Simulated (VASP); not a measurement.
# Ge3Pd (Pm-3m) in VASP: a series of runs, part 2 of 2

VASP 6.6.1. Earlier steps stand in the parts before.

## Step 5: Single point, LDA

This run uses another cell than the first one, of 17.77 Å³/atom, 1.064 times its volume.

Contents of INCAR:

```
SYSTEM = Ge3Pd
PREC     = Accurate       ! precision mode
ENCUT    = 520            ! plane-wave cutoff, eV
EDIFF    = 1E-6           ! SCF threshold, eV
ISMEAR   = -1             ! smearing method
SIGMA    = 0.05           ! smearing width, eV
LREAL    = .False.        ! projectors in reciprocal space
LASPH    = .True.         ! aspherical terms in the spheres
NELM     = 100            ! most SCF steps
ALGO     = Normal         ! electronic algorithm
ISIF     = 2              ! what is computed and relaxed
LWAVE    = .False.        ! write WAVECAR
LCHARG   = .False.        ! write CHGCAR
GGA      = CA             ! functional
NBANDS   = 34             ! bands
```

Contents of KPOINTS:

```
Automatic mesh
0
Gamma
  7 7 7
  0 0 0
```

Contents of POSCAR:

```
Ge3Pd
1.0
    4.1420230000      0.0000000000      0.0000000000
    0.0000000000      4.1420230000      0.0000000000
    0.0000000000      0.0000000000      4.1420230000
Pd Ge
1 3
Direct
    0.0000000000      0.0000000000      0.0000000000
    0.5000000000      0.5000000000      0.0000000000
    0.5000000000      0.0000000000      0.5000000000
    0.0000000000      0.5000000000      0.5000000000
```

Potentials or basis: VASP PAW LDA potentials, release 64 (Pd, Ge_d).

On the command line:

```sh
$ cat potpaw_LDA.64/Pd/POTCAR potpaw_LDA.64/Ge_d/POTCAR > POTCAR
$ mpirun -np 1 vasp_std > vasp.out
```

OUTCAR:

```text
SYSTEM = Ge3Pd
   PREC = Accurate
   ENCUT = 520
   EDIFF = 1E-6
   ISMEAR = -1
   LREAL = .False.
   LASPH = .True.
   NELM = 100
   ISIF = 2
   GGA = CA

 ion  position               nearest neighbor table
   1  0.000  0.000  0.000-   2 2.93   3 2.93   4 2.93   3 2.93   4 2.93   2 2.93   4 2.93   4 2.93
                             2 2.93   3 2.93   3 2.93   2 2.93
   2  0.500  0.500  0.000-   1 2.93   1 2.93   1 2.93   1 2.93
   3  0.500  0.000  0.500-   1 2.93   1 2.93   1 2.93   1 2.93
   4  0.000  0.500  0.500-   1 2.93   1 2.93   1 2.93   1 2.93

  LATTYP: Found a simple cubic cell.
 ALAT       =     4.1420230000

  Lattice vectors:

 A1 = (   4.1420230000,   0.0000000000,   0.0000000000)
 A2 = (   0.0000000000,   4.1420230000,   0.0000000000)
 A3 = (   0.0000000000,   0.0000000000,   4.1420230000)

Analysis of symmetry for initial positions (statically):
=====================================================================
 Subroutine PRICEL returns:
 Original cell was already a primitive cell.

 Routine SETGRP: Setting up the symmetry group for a
 simple cubic supercell.

 Subroutine GETGRP returns: Found 48 space group operations
 (whereof 48 operations were pure point group operations)
 out of a pool of 48 trial point group operations.

The static configuration has the point symmetry O_h .

Analysis of symmetry for dynamics (positions and initial velocities):
=====================================================================
 Subroutine PRICEL returns:
 Original cell was already a primitive cell.

 Routine SETGRP: Setting up the symmetry group for a
 simple cubic supercell.

 Subroutine GETGRP returns: Found 48 space group operations
 (whereof 48 operations were pure point group operations)
 out of a pool of 48 trial point group operations.

The dynamic configuration has the point symmetry O_h .

 Subroutine INISYM returns: Found 48 space group operations
 (whereof 48 operations are pure point group operations),
 and found     1 'primitive' translations

----------------------------------------------------------------------------------------

                                     Primitive cell

  volume of cell :      71.0620

  direct lattice vectors                    reciprocal lattice vectors
     4.142023000  0.000000000  0.000000000     0.241427921  0.000000000  0.000000000
     0.000000000  4.142023000  0.000000000     0.000000000  0.241427921  0.000000000
     0.000000000  0.000000000  4.142023000     0.000000000  0.000000000  0.241427921

  length of vectors
     4.142023000  4.142023000  4.142023000     0.241427921  0.241427921  0.241427921

  position of ions in fractional coordinates (direct lattice)
     0.000000000  0.000000000  0.000000000
     0.500000000  0.500000000  0.000000000
     0.500000000  0.000000000  0.500000000
     0.000000000  0.500000000  0.500000000

  ion indices of the primitive-cell ions
   primitive index   ion index
                 1           1
                 2           2
                 3           3
                 4           4

----------------------------------------------------------------------------------------

 KPOINTS: Automatic mesh

Automatic generation of k-mesh.
 Grid dimensions read from file:
 generate k-points for:    7    7    7

 Generating k-lattice:

  Cartesian coordinates                     Fractional coordinates (reciprocal lattice)
     0.034489703  0.000000000  0.000000000     0.142857143  0.000000000  0.000000000
     0.000000000  0.034489703  0.000000000     0.000000000  0.142857143  0.000000000
     0.000000000  0.000000000  0.034489703     0.000000000  0.000000000  0.142857143

  Length of vectors
     0.034489703  0.034489703  0.034489703

  Shift w.r.t. Gamma in fractional coordinates (k-lattice)
     0.000000000  0.000000000  0.000000000

 Subroutine IBZKPT returns following result:
 ===========================================

 Found     20 irreducible k-points:

 Following reciprocal coordinates:
            Coordinates               Weight
  0.000000  0.000000  0.000000      1.000000
  0.142857  0.000000  0.000000      6.000000
  0.285714  0.000000  0.000000      6.000000
  0.428571  0.000000  0.000000      6.000000
  0.142857  0.142857  0.000000     12.000000
  0.285714  0.142857  0.000000     24.000000
[... 12 lines left out ...]
  0.428571  0.428571  0.285714     24.000000
  0.428571  0.428571  0.428571      8.000000
   k-points           NKPTS =     20   k-points in BZ     NKDIM =     20   number of bands    NBANDS=     34
   number of dos      NEDOS =    301   number of ions     NIONS =      4
   total plane-waves  NPLWV =  32768
   dimension x,y,z NGX =    32 NGY =   32 NGZ =   32
   dimension x,y,z NGXF=    64 NGYF=   64 NGZF=   64
   ions per type =               1   3
   NGX,Y,Z   is equivalent  to a cutoff of  12.84, 12.84, 12.84 a.u.
   NGXF,Y,Z  is equivalent  to a cutoff of  25.69, 25.69, 25.69 a.u.
 SYSTEM =  Ge3Pd
   PREC   = accura    normal or accurate (medium, high low for compatibility)
   ISTART =      0    job   : 0-new  1-cont  2-samecut
   ICHARG =      2    charge: 1-file 2-atom 10-const
   ISPIN  =      1    spin polarized calculation?
   LNONCOLLINEAR =      F non collinear calculations
   LSORBIT =      F    spin-orbit coupling
   LASPH  =      T    aspherical Exc in radial PAW
   ENCUT  =  520.0 eV  38.22 Ry    6.18 a.u.   7.70  7.70  7.70*2*pi/ulx,y,z
   NELM   =    100;   NELMIN=  2; NELMDL= -5     # of ELM steps
   EDIFF  = 0.1E-05   stopping-criterion for ELM
   LREAL  =      F    real-space projection
   EDIFFG = 0.1E-04   stopping-criterion for IOM
   NSW    =      0    number of steps for IOM
   IBRION =     -1    ionic relax: 0-MD 1-quasi-New 2-CG
   NFREE  =      0    steps in history (QN), initial steepest desc. (CG)
   ISIF   =      2    stress and relaxation
   ISYM   =      2    0-nonsym 1-usesym 2-fastsym
   POTIM  = 0.5000    time-step for ionic-motion
   TEBEG  =    0.0;   TEEND  =   0.0 temperature during run
   PSTRESS=    0.0 pullay stress
   NELECT =      52.0000    total number of electrons
   NUPDOWN=      -1.0000    fix difference up-down
   EMIN   =  10.00;   EMAX   =-10.00  energy-range for DOS
   EFERMI =   0.00;   METHOD = LEGACY
   ISMEAR =    -1;   SIGMA  =   0.05  broadening in eV -4-tet -1-fermi 0-gaus
   EFERMI_NEDOS =   21; number of points for ismear=-14 and -15
   IALGO  =     38    algorithm
   IMIX   =      4    mixing-type and parameters
     AMIX     =   0.40;   BMIX     =  1.00
     AMIX_MAG =   1.60;   BMIX_MAG =  1.00
  volume/ion in A,a.u.               =      17.77       119.89
  Fermi-wavevector in a.u.,A,eV,Ry     =   1.475243  2.787804 29.610913  2.176341
  Thomas-Fermi vector in A             =   2.589916
   LORBIT       =      0    0 simple, 1 ext, 2 COOP (PROOUT), +10 PAW based schemes
   GGA     = CA    functional components
   LHFCALC =     F    Hartree Fock is set to
   AEXX    =    0.0000 exact exchange contribution
   IVDW    =     0    specifies the selected vdW correction
   LEPSILON=     F    determine dielectric tensor
   LRPA    =     F    only Hartree local field effects (RPA)
 non-spin polarized calculation
  energy-cutoff  :      520.00
  volume of cell :       71.06
 maximum number of plane-waves:      1935
 NGX is ok and might be reduce to    32
   NGX = 15   NGY = 15   NGZ = 15

 number of electron      52.0000056 magnetization

 Free energy of the ion-electron system (eV)
  ---------------------------------------------------
  ext. energy  EPLUGINS =         0.00000000
  ---------------------------------------------------
  free energy    TOTEN  =       -21.69962895 eV

  energy without entropy =      -21.68123839  energy(sigma->0) =      -21.69043367

 E-fermi :   7.2605     XC(G=0): -12.0061

 val. band max:        7.2417432105   @ k =   0.4286   0.0000   0.0000
 cond. band min:       7.3435880530   @ k =   0.4286   0.4286   0.0000
 fundamental gap:      0.1018448425
 Fermi energy:         7.2604787565

 k-point     1 :       0.0000    0.0000    0.0000
  band No.  band energies     occupation
      1     -17.5712      2.00000
      2     -17.5712      2.00000
      3     -17.5712      2.00000
      4     -17.5604      2.00000
      5     -17.5058      2.00000
      6     -17.5058      2.00000
[... 729 lines left out ...]
     33      14.6585      0.00000
     34      19.0313      0.00000

------------------------ aborting loop because EDIFF is reached ----------------------------------------

  FORCE on cell =-STRESS in cart. coord.  units (eV):
  Direction    XX          YY          ZZ          XY          YZ          ZX
  --------------------------------------------------------------------------------------
  -------------------------------------------------------------------------------------
  Total       -2.9827326     -2.9827326     -2.9827326      0.0000000     -0.0000000      0.0000000
  in kB      -67.2492408    -67.2492408    -67.2492408      0.0000000     -0.0000000      0.0000000
  external PRESSURE =     -67.2492408 kB  Pullay stress =       0.0000000 kB

 VOLUME and BASIS-vectors are now :
 -----------------------------------------------------------------------------
  energy-cutoff  :      520.00
  volume of cell :       71.06
      direct lattice vectors                 reciprocal lattice vectors
     4.142023000  0.000000000  0.000000000     0.241427921  0.000000000  0.000000000
     0.000000000  4.142023000  0.000000000     0.000000000  0.241427921  0.000000000
     0.000000000  0.000000000  4.142023000     0.000000000  0.000000000  0.241427921

 POSITION                                       TOTAL-FORCE (eV/Angst)
 -----------------------------------------------------------------------------------
      0.00000      0.00000      0.00000         0.000000      0.000000      0.000000
      2.07101      2.07101      0.00000         0.000000      0.000000      0.000000
      2.07101      0.00000      2.07101         0.000000      0.000000      0.000000
      0.00000      2.07101      2.07101         0.000000      0.000000      0.000000
 -----------------------------------------------------------------------------------
    total drift:                                0.000000     -0.000000     -0.000000

  FREE ENERGIE OF THE ION-ELECTRON SYSTEM (eV)
  ---------------------------------------------------
  free  energy   TOTEN  =       -21.6996289460 eV

  energy  without entropy=      -21.6812383891  energy(sigma->0) =      -21.69043367
```

Run time: 24 s. Hardware: 1 thread of Intel Xeon 6975P-C, shared host; peak memory 0.18 GiB.

What came out:

```
Free energy            : -21.6996 eV
Pressure               : -6.7 GPa
Band gap on the k mesh : zero (band 26 reaches 7.36 eV, above the bottom of band 27 at 5.84 eV)
```

## Step 6: Single point, LDA (volume scaled by 1.02)

Contents of INCAR:

```
SYSTEM = Ge3Pd
ALGO = Normal
EDIFF = 1E-6
ENCUT = 520
GGA = CA
ISIF = 2
ISMEAR = -1
LASPH = .True.
LCHARG = .True.
LELF = .True.
LREAL = .False.
LVHAR = .True.
LWAVE = .False.
NBANDS = 34
NELM = 100
PREC = Accurate
SIGMA = 0.05
```

Contents of KPOINTS:

```
k-points
0
Gamma
  7 7 7
  0 0 0
```

Contents of POSCAR:

```
Ge3Pd
1.0
    4.1694544153      0.0000000000      0.0000000000
    0.0000000000      4.1694544153      0.0000000000
    0.0000000000      0.0000000000      4.1694544153
Pd Ge
1 3
Direct
    0.0000000000      0.0000000000      0.0000000000
    0.5000000000      0.5000000000      0.0000000000
    0.5000000000      0.0000000000      0.5000000000
    0.0000000000      0.5000000000      0.5000000000
```

Potentials or basis: VASP PAW LDA potentials, release 64 (Pd, Ge_d).

On the command line:

```sh
$ cat potpaw_LDA.64/Pd/POTCAR potpaw_LDA.64/Ge_d/POTCAR > POTCAR
$ mpirun -np 1 vasp_std > vasp.out
```

It took 25 s on 1 thread of Intel Xeon 6975P-C, shared host; peak memory 0.18 GiB.

It converged, with:

| Quantity | Value |
| --- | --- |
| Free energy | -21.6332 eV |
| Pressure | -8.2 GPa |
| Band gap on the k mesh | zero (band 26 reaches 7.12 eV, above the bottom of band 27 at 5.61 eV) |

Levels at points of the mesh, in eV from the Fermi level:
| k point | band 22 | band 23 | band 24 | band 25 | band 26 | band 27 | band 28 | band 29 | band 30 | band 31 |
| --- | --- | --- | --- | --- | --- | --- | --- | --- | --- | --- |
| (0.00, 0.00, 0.00) | -2.55 | -2.55 | -2.55 | -1.58 | -1.58 | 0.90 | 2.95 | 2.95 | 2.95 | 5.49 |

Caveat: the cell differs from its parent crystal (volume scaled by 1.02).

## Step 7: The runs side by side

```tsv
cell	gap on the mesh (eV)	pressure (GPa)
a = 4.057 Å, 4 atoms	none	-1.5
a = 4.086 Å, 4 atoms	none	-3.5
a = 4.114 Å, 4 atoms	none	-5.3
a = 4.142 Å, 4 atoms	none	-6.7
a = 4.169 Å, 4 atoms	none	-8.2
```

Alike in all rows: task single point; level LDA; potentials or basis VASP PAW LDA potentials, release 64 (Pd, Ge_d); no spin polarisation; k mesh 7 × 7 × 7; cutoff (eV) 520; smearing fermi-dirac 0.05 eV.

Absolute energies hang on the potentials; compare differences alone.
